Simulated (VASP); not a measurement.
# PtSe2 (P-3m1) in VASP: a series of runs, part 2 of 2

VASP 6.6.1.

## 3. Vibrations by perturbation theory, PBEsol

This run uses another cell than the first one, of 19.48 Å³/atom, 1.171 times its volume.

File INCAR:

```
SYSTEM = PtSe2
ALGO = Normal
EDIFF = 1E-8
ENCUT = 500
GGA = PS
GGA_COMPAT = .FALSE.
IBRION = 8
ISIF = 2
ISMEAR = -1
LASPH = .TRUE.
LCHARG = .FALSE.
LREAL = .FALSE.
LWAVE = .FALSE.
NBANDS = 18
NELM = 120
NSW = 1
PREC = Accurate
SIGMA = 0.15
```

File KPOINTS:

```
k-points
0
G
  12 12 8
  0 0 0
```

File POSCAR:

```
PtSe2
1.0
    3.7552954962      0.0000000000      0.0000000000
   -1.8776477481      3.2521812984      0.0000000000
    0.0000000000      0.0000000000      4.7860331622
Pt Se
1 2
Direct
    0.0000000000      0.0000000000      0.0000000000
    0.3333333333      0.6666666667      0.2647869406
    0.6666666667      0.3333333333      0.7352130594
```

Potentials or basis: VASP PAW PBE potentials, release 64 (Pt, Se).

Launch:

```sh
$ cat potpaw_PBE.64/Pt/POTCAR potpaw_PBE.64/Se/POTCAR > POTCAR
$ mpirun -np 1 vasp_std > vasp.out
```

OUTCAR:

```text
SYSTEM = PtSe2
   EDIFF = 1E-8
   ENCUT = 500
   GGA = PS
   IBRION = 8
   ISIF = 2
   ISMEAR = -1
   LASPH = .TRUE.
   LREAL = .FALSE.
   NELM = 120
   NSW = 1
   PREC = Accurate

 ion  position               nearest neighbor table
   1  0.000  0.000  0.000-   2 2.51   3 2.51   2 2.51   3 2.51   3 2.51   2 2.51
   2  0.333  0.667  0.265-   1 2.51   1 2.51   1 2.51
   3  0.667  0.333  0.735-   1 2.51   1 2.51   1 2.51

  LATTYP: Found a hexagonal cell.
 ALAT       =     3.7552954962
 C/A-ratio  =     1.2744757815

  Lattice vectors:

 A1 = (   3.7552954962,   0.0000000000,   0.0000000000)
 A2 = (  -1.8776477481,   3.2521812984,   0.0000000000)
 A3 = (   0.0000000000,   0.0000000000,   4.7860331622)

Analysis of symmetry for initial positions (statically):
=====================================================================
 Subroutine PRICEL returns:
 Original cell was already a primitive cell.

 Routine SETGRP: Setting up the symmetry group for a
 hexagonal supercell.

 Subroutine GETGRP returns: Found 12 space group operations
 (whereof 12 operations were pure point group operations)
 out of a pool of 24 trial point group operations.

The static configuration has the point symmetry D_3d.

Analysis of symmetry for dynamics (positions and initial velocities):
=====================================================================
 Subroutine PRICEL returns:
 Original cell was already a primitive cell.

 Routine SETGRP: Setting up the symmetry group for a
 hexagonal supercell.

 Subroutine GETGRP returns: Found 12 space group operations
 (whereof 12 operations were pure point group operations)
 out of a pool of 24 trial point group operations.

The dynamic configuration has the point symmetry D_3d.

 Subroutine INISYM returns: Found 12 space group operations
 (whereof 12 operations are pure point group operations),
 and found     1 'primitive' translations

----------------------------------------------------------------------------------------

                                     Primitive cell

  volume of cell :      58.4514

  direct lattice vectors                    reciprocal lattice vectors
     3.755295496  0.000000000  0.000000000     0.266290629  0.153742966  0.000000000
    -1.877647748  3.252181298  0.000000000     0.000000000  0.307485933  0.000000000
     0.000000000  0.000000000  4.786033162     0.000000000  0.000000000  0.208941302

  length of vectors
     3.755295496  3.755295496  4.786033162     0.307485933  0.307485933  0.208941302

[... 140 lines left out ...]
      1      -9.0427      2.00000
      2      -5.8039      2.00000
      3      -0.4802      2.00000
      4       0.4117      2.00000
      5       0.4117      2.00000
      6       2.9303      2.00000
[... 481 lines left out ...]
      5       0.9529      2.00000
      6       2.2302      2.00000
[... 10 lines left out ...]
     17      15.3927      0.00000
     18      15.3931      0.00000

 [... further k-points ...]
[... 5 lines left out ...]
  --------------------------------------------------------------------------------------
  -------------------------------------------------------------------------------------
  Total        0.4001342      0.4001342      0.3853718      0.0000000      0.0000000      0.0000000
  in kB       10.9678557     10.9678557     10.5632105      0.0000000      0.0000000      0.0000000
  external PRESSURE =      10.8329740 kB  Pullay stress =       0.0000000 kB

 VOLUME and BASIS-vectors are now :
 -----------------------------------------------------------------------------
  energy-cutoff  :      500.00
  volume of cell :       58.45
      direct lattice vectors                 reciprocal lattice vectors
     3.755295496  0.000000000  0.000000000     0.266290629  0.153742966  0.000000000
    -1.877647748  3.252181298  0.000000000     0.000000000  0.307485933  0.000000000
     0.000000000  0.000000000  4.786033162     0.000000000  0.000000000  0.208941302

 POSITION                                       TOTAL-FORCE (eV/Angst)
 -----------------------------------------------------------------------------------
      0.00000      0.00000      0.00000        -0.000000      0.000000      0.000000
     -0.00000      2.16812      1.26728        -0.000000      0.000000      0.015388
      1.87765      1.08406      3.51875         0.000000     -0.000000     -0.015388
 -----------------------------------------------------------------------------------
    total drift:                               -0.000000      0.000000      0.000000

  FREE ENERGIE OF THE ION-ELECTRON SYSTEM (eV)
  ---------------------------------------------------
  free  energy   TOTEN  =       -15.9311381002 eV

  energy  without entropy=      -15.8713198987  energy(sigma->0) =      -15.90122900

[... ionic steps 2 to 3 ...]

--------------------------------------- Ionic step        4  -------------------------------------------

------------------------ aborting loop because EDIFF is reached ----------------------------------------
[... 11 lines left out ...]
[... ionic steps 8 to 8 ...]

--------------------------------------- Ionic step        9  -------------------------------------------

 Free energy of the ion-electron system (eV)
  ---------------------------------------------------
  ---------------------------------------------------
  free energy    TOTEN  =        -0.08871520 eV

  energy without entropy =       -0.08870031

------------------------ aborting loop because EDIFF is reached ----------------------------------------

 INTERNAL STRAIN TENSOR  FOR ION    2  DIRECTION 3   (eV/Angst):
 -----------------------------------------------------------------------------
   -10.32911 -0.00000  0.00000
     0.00000-10.32911  0.00000
    -0.00000  0.00000-11.47596

 INTERNAL STRAIN TENSOR FOR ION    3 for displacements in x,y,z  (eV/Angst):
          X           Y           Z          XY          YZ          ZX
  --------------------------------------------------------------------------------
  x     0.00000     0.00000     0.00000    -4.14841     0.00000     7.63051
  y    -4.14841     4.14841     0.00000     0.00000     8.30943    -0.00000
  z    10.32911    10.32911    11.47596     0.00000     0.00000    -0.00000

 SECOND DERIVATIVES (NOT SYMMETRIZED)
 ------------------------------------
               1X          1Y          1Z          2X          2Y          2Z          3X          3Y          3Z
  1X   -15.013889    0.000000    0.000000    7.506944    0.000000    0.000000    7.506944    0.000000    0.000000
  1Y     0.000000  -15.013889    0.000000    0.000000    7.506944    0.000000    0.000000    7.506944    0.000000
  1Z     0.000000    0.000000  -14.973568   -0.000000    0.000000    7.486784    0.000000   -0.000000    7.486784
  2X     7.512105    0.000000    0.000000   -7.420034    0.000000    0.000000   -0.092071    0.000000    0.000000
  2Y     0.000000    7.512105   -0.000000    0.000000   -7.420034   -0.000000    0.000000   -0.092071    0.000000
  2Z     0.000000    0.000000    7.484816    0.000000    0.000000   -9.775068    0.000000    0.000000    2.290251
  3X     7.512105    0.000000    0.000000   -0.092071    0.000000    0.000000   -7.420034    0.000000    0.000000
  3Y     0.000000    7.512105   -0.000000    0.000000   -0.092071    0.000000    0.000000   -7.420034   -0.000000
  3Z     0.000000    0.000000    7.484816    0.000000    0.000000    2.290251    0.000000    0.000000   -9.775068

 Eigenvectors and eigenvalues of the dynamical matrix
 ----------------------------------------------------

   1 f  =    6.485481 THz    40.749481 2PiTHz  216.332374 cm-1    26.821784 meV
             X         Y         Z           dx          dy          dz
      0.000000  0.000000  0.000000    -0.668727   -0.000010   -0.000000
     -0.000000  2.168121  1.267279     0.525740    0.000008    0.000000
      1.877648  1.084060  3.518754     0.525740    0.000008    0.000000
[... 43 lines left out ...]
   9 f/i=    0.001108 THz     0.006962 2PiTHz    0.036958 cm-1     0.004582 meV
             X         Y         Z           dx          dy          dz
      0.000000  0.000000  0.000000    -0.741718   -0.051562    0.000000
     -0.000000  2.168121  1.267279    -0.471723   -0.032793    0.000000
      1.877648  1.084060  3.518754    -0.471723   -0.032793    0.000000

--------------------------------------------------------------------------------------------------------

 ELASTIC MODULI CONTR FROM IONIC RELAXATION (kBar)
 Direction    XX          YY          ZZ          XY          YZ          ZX
 --------------------------------------------------------------------------------
 XX        -613.5103   -356.0228   -538.5909      0.0000    257.8788     -0.0000
 YY        -356.0228   -613.5103   -538.5909     -0.0000   -257.8788      0.0000
 ZZ        -538.5909   -538.5909   -598.3914      0.0000      0.0000     -0.0000
 XY           0.0000     -0.0000      0.0000   -128.7437     -0.0000    236.8088
 YZ         257.8788   -257.8788      0.0000     -0.0000   -516.5414      0.0000
 ZX          -0.0000      0.0000     -0.0000    236.8088      0.0000   -435.5816
 --------------------------------------------------------------------------------
```

stdout:

```text
POSCAR found type information on POSCAR PtSe
 POSCAR found :  2 types and       3 ions
 scaLAPACK will be used
 -----------------------------------------------------------------------------
|                                                                             |
|                                                                             |
|     You enforced a specific xc type in the INCAR file but a different       |
|     I HOPE YOU KNOW WHAT YOU ARE DOING!                                     |
|                                                                             |
 -----------------------------------------------------------------------------

 LDA part: xc-table for (Slater+PW92), standard interpolation
 POSCAR, INCAR and KPOINTS ok, starting setup
 FFT: planning ... GRIDC
 FFT: planning ... GRID_SOFT
 FFT: planning ... GRID
 WAVECAR not read
 entering main loop
 Linear response reoptimize wavefunctions to high precision
 Linear response DOF=           4
 Linear response progress:
 first order change of Fermi-energy  -0.43848E-05
 force on displaced ion       1 direction 1 : -15.014   0.000   0.000
 Linear response progress:
 first order change of Fermi-energy  -0.32686E-03
 force on displaced ion       1 direction 3 :  -0.000   0.000 -14.974
 Linear response progress:
 first order change of Fermi-energy  -0.48095E-05
 force on displaced ion       2 direction 1 :  -7.420   0.001   0.000
 Linear response progress:
 first order change of Fermi-energy  -0.79879E+00
 force on displaced ion       2 direction 3 :  -0.000  -0.000  -9.775
 Linear response finished
```

It took 12 min on 1 thread of Intel Xeon 6975P-C (Granite Rapids), shared host; peak memory 1.4 GiB.

Results:

| Quantity | Value |
| --- | --- |
| Highest phonon frequency at Γ, LO-TO splitting left out | 216 cm⁻¹ |

Phonon frequencies in cm⁻¹ (negative: imaginary):
```tsv
q point	frequencies
(0.000, 0.000, 0.000)	0 0 0 159 159 204 216 216 216
```

Caveat: the cell wasn't relaxed at this level first, which shifts response properties; the PAW data sets were made with another functional, which shifts forces and pressure a little; spin-orbit coupling is left out, which moves the levels of the heavy elements.
